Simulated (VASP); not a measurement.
# Au in VASP: a series of runs

Au is run at these levels: PBE; tasks: single point.

All numbers are computed with VASP 6.6.1; they aren't measurements. Logs are shortened: lines on timing, memory, paths and dates and some standing lists are left out, and cuts for length are marked.

## (1) The cell of the first run

The cell holds a slab with vacuum, 5 atoms: a = 2.940 Å, b = 2.940 Å, c = 25.602 Å, α = 90.00°, β = 90.00°, γ = 120.00°.

## (2) Single point, PBE

Contents of INCAR:

```
PREC = Accurate
ENCUT = 520
EDIFF = 1E-6
ISMEAR = -1
SIGMA = 0.05
LREAL = False
LASPH = True
NELM = 100
ALGO = Normal
ISIF = 2
LWAVE = False
LCHARG = True
LDIPOL = True
IDIPOL = 3
DIPOL = 0.5 0.5 0.500
GGA = PE
LELF = True
LVHAR = True
LVACPOTAV = True
NBANDS = 36
```

Contents of KPOINTS:

```
Automatic mesh
0
Gamma
  13 13 1
```

Contents of POSCAR:

```
Au
1.0
    2.9400990585      0.0000000000      0.0000000000
   -1.4700495293      2.5462004743      0.0000000000
    0.0000000000      0.0000000000     25.6023000000
Au
5
Direct
    0.8333333330      0.1666666670      0.3124714712
    0.1666666670      0.8333333330      0.4062357353
    0.5000000000      0.5000000000      0.5000000000
    0.8333333330      0.1666666670      0.5937642647
    0.1666666670      0.8333333330      0.6875285288
```

Potentials or basis: VASP PAW PBE potentials, release 64 (Au).

Launch:

```
$ cat potpaw_PBE.64/Au/POTCAR > POTCAR
$ mpirun -np 1 vasp_std > vasp.out
```

OUTCAR:

```text
PREC = Accurate
   ENCUT = 520
   EDIFF = 1E-6
   ISMEAR = -1
   LREAL = False
   LASPH = True
   NELM = 100
   ISIF = 2
   GGA = PE

 ion  position               nearest neighbor table
   1  0.833  0.167  0.312-   2 2.94   2 2.94   2 2.94
   2  0.167  0.833  0.406-   1 2.94   1 2.94   1 2.94   3 2.94   3 2.94   3 2.94
   3  0.500  0.500  0.500-   2 2.94   4 2.94   2 2.94   4 2.94   2 2.94   4 2.94
   4  0.833  0.167  0.594-   5 2.94   5 2.94   5 2.94   3 2.94   3 2.94   3 2.94
   5  0.167  0.833  0.688-   4 2.94   4 2.94   4 2.94

  LATTYP: Found a hexagonal cell.
 ALAT       =     2.9400990585
 C/A-ratio  =     8.7079719052

  Lattice vectors:

 A1 = (   2.9400990585,   0.0000000000,   0.0000000000)
 A2 = (  -1.4700495293,   2.5462004743,   0.0000000000)
 A3 = (   0.0000000000,   0.0000000000,  25.6023000000)

Analysis of symmetry for initial positions (statically):
=====================================================================
 Subroutine PRICEL returns:
 Original cell was already a primitive cell.

 Routine SETGRP: Setting up the symmetry group for a
 hexagonal supercell.

 Subroutine GETGRP returns: Found 12 space group operations
 (whereof  4 operations were pure point group operations)
 out of a pool of 24 trial point group operations.

The static configuration has the point symmetry C_2h.
 The point group associated with its full space group is D_3d.

Analysis of symmetry for dynamics (positions and initial velocities):
=====================================================================
 Subroutine PRICEL returns:
 Original cell was already a primitive cell.

 Routine SETGRP: Setting up the symmetry group for a
 hexagonal supercell.

 Subroutine GETGRP returns: Found 12 space group operations
 (whereof  4 operations were pure point group operations)
 out of a pool of 24 trial point group operations.

The dynamic configuration has the point symmetry C_2h.
 The point group associated with its full space group is D_3d.

 Subroutine INISYM returns: Found 12 space group operations
 (whereof  4 operations are pure point group operations),
 and found     1 'primitive' translations

----------------------------------------------------------------------------------------

                                     Primitive cell

  volume of cell :     191.6609

  direct lattice vectors                    reciprocal lattice vectors
     2.940099058  0.000000000  0.000000000     0.340124594  0.196371026  0.000000000
    -1.470049529  2.546200474  0.000000000     0.000000000  0.392742052  0.000000000
     0.000000000  0.000000000 25.602300000     0.000000000  0.000000000  0.039058991

  length of vectors
     2.940099058  2.940099059 25.602300000     0.392742052  0.392742052  0.039058991

  position of ions in fractional coordinates (direct lattice)
     0.833333333  0.166666667  0.312471471
     0.166666667  0.833333333  0.406235735
     0.500000000  0.500000000  0.500000000
     0.833333333  0.166666667  0.593764265
     0.166666667  0.833333333  0.687528529

  ion indices of the primitive-cell ions
   primitive index   ion index
                 1           1
                 2           2
                 3           3
                 4           4
                 5           5

----------------------------------------------------------------------------------------

 KPOINTS: Automatic mesh

Automatic generation of k-mesh.
 Grid dimensions read from file:
 generate k-points for:   13   13    1

 Generating k-lattice:

  Cartesian coordinates                     Fractional coordinates (reciprocal lattice)
     0.026163430  0.015105464  0.000000000     0.076923077  0.000000000  0.000000000
     0.000000000  0.030210927  0.000000000     0.000000000  0.076923077  0.000000000
     0.000000000  0.000000000  0.039058991     0.000000000  0.000000000  1.000000000

  Length of vectors
     0.030210927  0.030210927  0.039058991

  Shift w.r.t. Gamma in fractional coordinates (k-lattice)
     0.000000000  0.000000000  0.000000000

 Subroutine IBZKPT returns following result:
 ===========================================

 Found     21 irreducible k-points:

 Following reciprocal coordinates:
            Coordinates               Weight
  0.000000  0.000000  0.000000      1.000000
  0.076923  0.000000  0.000000      6.000000
  0.153846 -0.000000  0.000000      6.000000
  0.230769 -0.000000  0.000000      6.000000
  0.307692 -0.000000  0.000000      6.000000
  0.384615  0.000000  0.000000      6.000000
[... 13 lines left out ...]
  0.384615  0.230769  0.000000      6.000000
  0.307692  0.307692  0.000000      6.000000
   k-points           NKPTS =     21   k-points in BZ     NKDIM =     21   number of bands    NBANDS=     36
   number of dos      NEDOS =    301   number of ions     NIONS =      5
   total plane-waves  NPLWV = 110592
   dimension x,y,z NGX =    24 NGY =   24 NGZ =  192
   dimension x,y,z NGXF=    48 NGYF=   48 NGZF=  384
   ions per type =               5
   NGX,Y,Z   is equivalent  to a cutoff of  13.57, 13.57, 12.47 a.u.
   NGXF,Y,Z  is equivalent  to a cutoff of  27.14, 27.14, 24.93 a.u.
 SYSTEM =  unknown system
   PREC   = accura    normal or accurate (medium, high low for compatibility)
   ISTART =      0    job   : 0-new  1-cont  2-samecut
   ICHARG =      2    charge: 1-file 2-atom 10-const
   ISPIN  =      1    spin polarized calculation?
   LNONCOLLINEAR =      F non collinear calculations
   LSORBIT =      F    spin-orbit coupling
   LASPH  =      T    aspherical Exc in radial PAW
   ENCUT  =  520.0 eV  38.22 Ry    6.18 a.u.   5.47  5.47 47.60*2*pi/ulx,y,z
   NELM   =    100;   NELMIN=  2; NELMDL= -5     # of ELM steps
   EDIFF  = 0.1E-05   stopping-criterion for ELM
   LREAL  =      F    real-space projection
   EDIFFG = 0.1E-04   stopping-criterion for IOM
   NSW    =      0    number of steps for IOM
   IBRION =     -1    ionic relax: 0-MD 1-quasi-New 2-CG
   NFREE  =      0    steps in history (QN), initial steepest desc. (CG)
   ISIF   =      2    stress and relaxation
   ISYM   =      2    0-nonsym 1-usesym 2-fastsym
   POTIM  = 0.5000    time-step for ionic-motion
   TEBEG  =    0.0;   TEEND  =   0.0 temperature during run
   PSTRESS=    0.0 pullay stress
   NELECT =      55.0000    total number of electrons
   NUPDOWN=      -1.0000    fix difference up-down
   EMIN   =  10.00;   EMAX   =-10.00  energy-range for DOS
   EFERMI =   0.00;   METHOD = LEGACY
   ISMEAR =    -1;   SIGMA  =   0.05  broadening in eV -4-tet -1-fermi 0-gaus
   EFERMI_NEDOS =   21; number of points for ismear=-14 and -15
   IALGO  =     38    algorithm
   IMIX   =      4    mixing-type and parameters
     AMIX     =   0.40;   BMIX     =  1.00
     AMIX_MAG =   1.60;   BMIX_MAG =  1.00
  volume/ion in A,a.u.               =      38.33       258.68
  Fermi-wavevector in a.u.,A,eV,Ry     =   1.079820  2.040563 15.864535  1.166010
  Thomas-Fermi vector in A             =   2.215795
   LORBIT       =      0    0 simple, 1 ext, 2 COOP (PROOUT), +10 PAW based schemes
   GGA     = PE    functional components
   LHFCALC =     F    Hartree Fock is set to
   AEXX    =    0.0000 exact exchange contribution
   IVDW    =     0    specifies the selected vdW correction
   LEPSILON=     F    determine dielectric tensor
   LRPA    =     F    only Hartree local field effects (RPA)
 non-spin polarized calculation
  energy-cutoff  :      520.00
  volume of cell :      191.66
 maximum number of plane-waves:      5247
 NGX is ok and might be reduce to    24
   NGX = 11   NGY = 11   NGZ = 95

 number of electron      55.0000004 magnetization

 dipolmoment           0.000000      0.000000      0.000000 electrons x Angstroem

 Free energy of the ion-electron system (eV)
  ---------------------------------------------------
  ext. energy  EPLUGINS =         0.00000000
  ---------------------------------------------------
  free energy    TOTEN  =       -15.45979609 eV

  energy without entropy =      -15.44821829  energy(sigma->0) =      -15.45400719

 E-fermi :   1.3754     XC(G=0):  -6.4348

 val. band max:        1.2975104338   @ k =   0.4615   0.0000   0.0000
 cond. band min:       1.4292400686   @ k =   0.1538  -0.0000   0.0000
 fundamental gap:      0.1317296348
 Fermi energy:         1.3753982959

 k-point     1 :       0.0000    0.0000    0.0000
  band No.  band energies     occupation
      1      -7.7656      2.00000
      2      -6.9327      2.00000
      3      -6.0124      2.00000
      4      -5.4575      2.00000
      5      -5.4291      2.00000
      6      -3.2416      2.00000
[... 28 lines left out ...]
     35       7.7859      0.00000
     36       8.2911      0.00000

 k-point     2 :       0.0769    0.0000    0.0000
  band No.  band energies     occupation
      1      -7.5928      2.00000
      2      -6.7644      2.00000
      3      -5.8452      2.00000
      4      -5.3090      2.00000
      5      -5.2684      2.00000
      6      -3.3355      2.00000
[... 28 lines left out ...]
     35       7.9255      0.00000
     36       8.4069      0.00000

 k-point     3 :       0.1538   -0.0000    0.0000
  band No.  band energies     occupation
      1      -7.0994      2.00000
      2      -6.2958      2.00000
      3      -5.3961      2.00000
      4      -4.9198      2.00000
      5      -4.8404      2.00000
      6      -3.6441      2.00000
[... 28 lines left out ...]
     35       8.3423      0.00000
     36       8.7536      0.00000
[... 625 lines left out ...]
 k-point    20 :       0.3846    0.2308    0.0000
  band No.  band energies     occupation
      1      -4.6402      2.00000
      2      -4.5989      2.00000
      3      -4.2165      2.00000
      4      -4.1764      2.00000
      5      -4.0908      2.00000
      6      -3.8681      2.00000
[... 28 lines left out ...]
     35       7.2982      0.00000
     36       8.4892      0.00000

 k-point    21 :       0.3077    0.3077    0.0000
  band No.  band energies     occupation
      1      -4.4329      2.00000
      2      -4.4121      2.00000
      3      -4.2040      2.00000
      4      -4.0608      2.00000
      5      -3.8420      2.00000
      6      -3.7833      2.00000
[... 28 lines left out ...]
     35       7.2438      0.00000
     36       7.7625      0.00000

------------------------ aborting loop because EDIFF is reached ----------------------------------------

  FORCE on cell =-STRESS in cart. coord.  units (eV):
  Direction    XX          YY          ZZ          XY          YZ          ZX
  --------------------------------------------------------------------------------------
  -------------------------------------------------------------------------------------
  Total       -2.6581651     -2.6581651      0.1661658      0.0000000     -0.0000000      0.0000000
  in kB      -22.2207645    -22.2207645      1.3890529      0.0000000     -0.0000000      0.0000000
  external PRESSURE =     -14.3508253 kB  Pullay stress =       0.0000000 kB

 VOLUME and BASIS-vectors are now :
 -----------------------------------------------------------------------------
  energy-cutoff  :      520.00
  volume of cell :      191.66
      direct lattice vectors                 reciprocal lattice vectors
     2.940099058  0.000000000  0.000000000     0.340124594  0.196371026  0.000000000
    -1.470049529  2.546200474  0.000000000     0.000000000  0.392742052  0.000000000
     0.000000000  0.000000000 25.602300000     0.000000000  0.000000000  0.039058991

 POSITION                                       TOTAL-FORCE (eV/Angst)
 -----------------------------------------------------------------------------------
      2.20507      0.42437      7.99999         0.000000     -0.000000     -0.072717
     -0.73502      2.12183     10.40057        -0.000000     -0.000000      0.098313
      0.73502      1.27310     12.80115        -0.000000     -0.000000      0.000000
      2.20507      0.42437     15.20173        -0.000000      0.000000     -0.098313
     -0.73502      2.12183     17.60231        -0.000000      0.000000      0.072717
 -----------------------------------------------------------------------------------
    total drift:                               -0.000000     -0.000000     -0.000000

  FREE ENERGIE OF THE ION-ELECTRON SYSTEM (eV)
  ---------------------------------------------------
  free  energy   TOTEN  =       -15.4597960948 eV

  energy  without entropy=      -15.4482182870  energy(sigma->0) =      -15.45400719

 vacuum level on the upper side and lower side of the slab         6.451         6.451
```

Wall time 2.9 min (1 thread of Intel Xeon 6975P-C (Granite Rapids), shared host); peak memory 0.36 GiB.

What came out:

| Quantity | Value |
| --- | --- |
| Free energy | -15.4598 eV |
| Largest force | 0.098 eV/Å |
| Band gap on the k mesh | zero (an odd number of electrons rules out a gap without spin polarisation) |

Forces in eV/Å, atoms in the order of the input:
```
Au   0.000  0.000 -0.073
Au   0.000  0.000  0.098
Au   0.000  0.000  0.000
Au   0.000  0.000 -0.098
Au   0.000  0.000  0.073
```

Caveat: spin-orbit coupling is left out, which moves the levels of the heavy elements.

## (3) Single point, PBE

Contents of INCAR:

```
SYSTEM = Au
PREC = Accurate ; ENCUT = 520
EDIFF = 1E-7 ; ISMEAR = -1
SIGMA = 0.05 ; LREAL = .FALSE.
LASPH = .TRUE. ; NELM = 60
ALGO = Normal ; ISIF = 2
LWAVE = .FALSE. ; LCHARG = .FALSE.
LDIPOL = .TRUE. ; IDIPOL = 3
DIPOL = 0.5 0.5 0.500 ; GGA = PE
NBANDS = 36
```

Contents of KPOINTS:

```
regular mesh
0
G
  13 13 1
  0 0 0
```

POSCAR is that of step 2.

Potentials or basis: VASP PAW PBE potentials, release 64 (Au).

Launch:

```
$ cat potpaw_PBE.64/Au/POTCAR > POTCAR
$ mpirun -np 1 vasp_std > vasp.out
```

Wall time 3.1 min (1 thread of Intel Xeon 6975P-C (Granite Rapids), shared host); peak memory 0.36 GiB.

It converged, with:

```yaml
Free_energy: -15.4598 eV
Largest_force: 0.098 eV/Å
Band_gap_on_the_k_mesh: zero (an odd number of electrons rules out a gap without spin polarisation)
```

Forces in eV/Å, atoms in the order of the input:
```
Au   0.000  0.000 -0.073
Au   0.000  0.000  0.098
Au   0.000  0.000  0.000
Au   0.000  0.000 -0.098
Au   0.000  0.000  0.073
```

Levels at points of the mesh, in eV from the Fermi level:
```csv
k point,band 26,band 27,band 28,band 29,band 30,band 31
"(0.00, 0.00, 0.00)",-2.28,-2.28,-2.08,-2.08,-0.94,0.08
```

Caveat: spin-orbit coupling is left out, which moves the levels of the heavy elements.
